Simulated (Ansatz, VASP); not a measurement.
## AlN: VASP beside Ansatz

The input POSCAR:

```
AlN
1.0
    3.1066653386      0.0000000000      0.0000000000
   -1.5533326693      2.6904511043      0.0000000000
    0.0000000000      0.0000000000      4.9784048354
Al N
2 2
Direct
    0.3333333333      0.6666666667      0.0016929024
    0.6666666667      0.3333333333      0.5016929024
    0.3040194709      0.6452074300      0.3717100040
    0.6666666667      0.3333333333      0.8833070976
```

The input INCAR.step1:

```
PREC = Accurate
ENCUT = 520
ISMEAR = 0
SIGMA = 0.05
LREAL = F
LASPH = T
NELM = 80
NBANDS = 16
GGA = PE
ALGO = Normal
EDIFF = 1E-4
LWAVE = T
LCHARG = F
```

INCAR.step2

```
PREC = Accurate
ENCUT = 520
EDIFF = 1E-6
ISMEAR = 0
SIGMA = 0.05
LREAL = F
LASPH = T
NELM = 80
ALGO = Normal
ISIF = 2
LWAVE = F
LCHARG = F
METAGGA = R2SCAN
LMIXTAU = T
NBANDS = 16
ISTART = 1
```

KPOINTS

```
Automatic mesh
0
Gamma
  12 12 6
```

Input for Ansatz:

```yaml
crystal:
  lattice:
    - [3.1066653386, 0.0, 0.0]
    - [-1.5533326693, 2.6904511043, 0.0]
    - [0.0, 0.0, 4.9784048354]
  atoms:
    - { symbol: Al, position: [0.3333333333, 0.6666666667, 0.0016929024] }
    - { symbol: Al, position: [0.6666666667, 0.3333333333, 0.5016929024] }
    - { symbol: "N", position: [0.3040194709, 0.64520743, 0.371710004] }
    - { symbol: "N", position: [0.6666666667, 0.3333333333, 0.8833070976] }
basis:
  ecutwfc: 500
kpoints:
  mp_grid: { grid: [12, 12, 6] }
hamiltonian:
  xc: r2scan
scf:
  occupations: { method: gaussian, width: 0.05 }
output:
  forces: true
  stress: true
  eigenvalues: true
```

Alike in both runs: task single point; functional r2SCAN; k mesh 12 × 12 × 6; occupations gaussian, width 0.05 eV; no spin polarisation.

|  | VASP | Ansatz |
| --- | --- | --- |
| version | VASP 6.6.1 | Ansatz 0.2.0 |
| potentials or method | VASP PAW PBE potentials, release 64 (Al, N), cutoff 520 eV | scalar-relativistic, plane waves, PAW |
| valence electrons in the cell | 16 | 16 |

|  | VASP | Ansatz | Ansatz less VASP |
| --- | --- | --- | --- |
| gap on the k mesh at the Fermi level (eV) | 4.94 | 4.90 | -0.040 |
| least direct gap on the mesh (eV) | 4.94 | 4.90 | -0.040 |
| pressure (GPa) | 0.4 | 0.8 | +0.37 |
| traceless stress, the component that is largest in VASP (GPa) | -3.37 | -3.31 | +0.060 |
| rms of the force components (eV/Å) | 0.643 | 0.637 | -0.0063 |

VASP's potentials were made for PBE, not for r2SCAN. Atom by atom the forces differ by 0.007 eV/Å (rms over components).
